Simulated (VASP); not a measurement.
Set up this calculation in VASP 6.6.1, as the native input.

| Property | Result |
| --- | --- |
| Task | single point |
| Functional | r2SCAN |
| Potentials or basis | VASP PAW PBE potentials, release 64 (Co) |
| Cutoff | 520 eV |
| k mesh | 15 × 15 × 8 |
| Occupations | gaussian, width 0.05 eV |
| Spin | collinear spin, ferromagnetic start |
| Starting moments | [1.93, 1.93] μB |
| Dipole correction | no |
| Further INCAR settings | ALGO = Normal; EDIFF = 1e-07; NBANDS = 20 |

The system is Co.

```
Co
1.0
     2.40152    0.00000    0.00000
    -1.20076    2.07978    0.00000
     0.00000    0.00000    3.92306
Co
2
Direct
  0.66667 0.33333 0.25986
  0.33333 0.66667 0.74014
```

One way to write it, as run:

POSCAR

```
Co
1.0
    2.4015243813      0.0000000000      0.0000000000
   -1.2007621906      2.0797811220      0.0000000000
    0.0000000000      0.0000000000      3.9230628821
Co
2
Direct
    0.6666666700      0.3333333300      0.2598610000
    0.3333333300      0.6666666700      0.7401390000
```

INCAR.step1

```
  ALGO = Normal
  EDIFF = 1E-4
  ENCUT = 520
  GGA = PE
  ISMEAR = 0
  ISPIN = 2
  LASPH = True
  LCHARG = False
  LMAXMIX = 4
  LREAL = False
  LWAVE = True
  MAGMOM = 1.93 1.93
  NBANDS = 20
  NELM = 150
  PREC = Accurate
  SIGMA = 0.05
```

INCAR.step2

```
  ALGO = Normal
  EDIFF = 1E-7
  ENCUT = 520
  ISIF = 2
  ISMEAR = 0
  ISPIN = 2
  ISTART = 1
  LASPH = True
  LCHARG = False
  LMAXMIX = 4
  LMIXTAU = True
  LORBIT = 11
  LREAL = False
  LWAVE = False
  MAGMOM = 1.93 1.93
  METAGGA = R2SCAN
  NBANDS = 20
  NELM = 150
  PREC = Accurate
  SIGMA = 0.05
```

KPOINTS

```
k-points
0
Gamma
  15 15 8
```

Potentials or basis: VASP PAW PBE potentials, release 64 (Co).

Command:

```sh
$ cat potpaw_PBE.64/Co/POTCAR > POTCAR
$ cp INCAR.step1 INCAR
$ mpirun -np 1 vasp_std > vasp.out
$ cp INCAR.step2 INCAR
$ mpirun -np 1 vasp_std > vasp.out
```

It gave:

```yaml
Pressure: 23.5 GPa
Largest_force: 0.608 eV/Å
Net_moment: 3.35 μB per cell
Site_moments: Co +1.71 μB
Valence_electrons_inside_the_program's_atomic_spheres: Co 8.53
```

Caveat: the PAW data sets were made with another functional, which shifts forces and pressure a little.

It took 6.4 min on 1 thread of Intel Xeon 6975P-C, with other jobs on the host, peak memory 0.22 GiB.
